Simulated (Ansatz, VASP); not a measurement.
One calculation of SiNi3, two programs

INCAR

```
  PREC = Accurate
  ENCUT = 520
  EDIFF = 1E-6
  ISMEAR = 0
  SIGMA = 0.1
  LREAL = False
  LASPH = True
  NELM = 60
  ALGO = Fast
  ISIF = 2
  LWAVE = False
  LCHARG = True
  GGA = PE
  LELF = True
  LVHAR = True
  NBANDS = 25
```

KPOINTS

```
Automatic mesh
0
Gamma
  12 12 12
```

File POSCAR:

```
SiNi3
1.0
    3.5420000000      0.0000000000      0.0000000000
    0.0000000000      3.5420000000      0.0000000000
    0.0000000000      0.0000000000      3.5420000000
Si Ni
1 3
Direct
    0.0000000000      0.0000000000      0.0000000000
    0.0000000000      0.5000000000      0.5000000000
    0.5000000000      0.0000000000      0.5000000000
    0.5000000000      0.5000000000      0.0000000000
```

Input for Ansatz:

```yaml
crystal:
  lattice:
    - [3.542, 0.0, 0.0]
    - [0.0, 3.542, 0.0]
    - [0.0, 0.0, 3.542]
  atoms:
    - { symbol: Si, position: [0.0, 0.0, 0.0] }
    - { symbol: Ni, position: [0.0, 0.5, 0.5] }
    - { symbol: Ni, position: [0.5, 0.0, 0.5] }
    - { symbol: Ni, position: [0.5, 0.5, 0.0] }
basis:
  ecutwfc: 420
kpoints:
  mp_grid: { grid: [12, 12, 12] }
hamiltonian:
  xc: pbe
scf:
  occupations: { method: gaussian, width: 0.1 }
output:
  forces: true
  stress: true
  eigenvalues: true
  populations: true
```

Alike in both runs: task single point; functional PBE; k mesh 12 × 12 × 12; occupations gaussian, width 0.1 eV; no spin polarisation.

```csv
,VASP,Ansatz
version,VASP 6.6.1,Ansatz 0.2.0
potentials or method,"VASP PAW PBE potentials, release 64 (Si, Ni), cutoff 520 eV","scalar-relativistic, plane waves, PAW"
valence electrons in the cell,34,58
```

|  | VASP | Ansatz | Ansatz less VASP |
| --- | --- | --- | --- |
| gap on the k mesh at the Fermi level (eV) | none | none | - |
| pressure (GPa) | -5.9 | -6.0 | -0.13 |

A gap of «none» marks a metal or a gap that the smearing closes. With one functional, cell and mesh, what is left measures potentials, basis and numerics. VASP's potentials hold 34 valence electrons a cell and Ansatz's 58, so a difference there can come from the potentials and not from the codes.
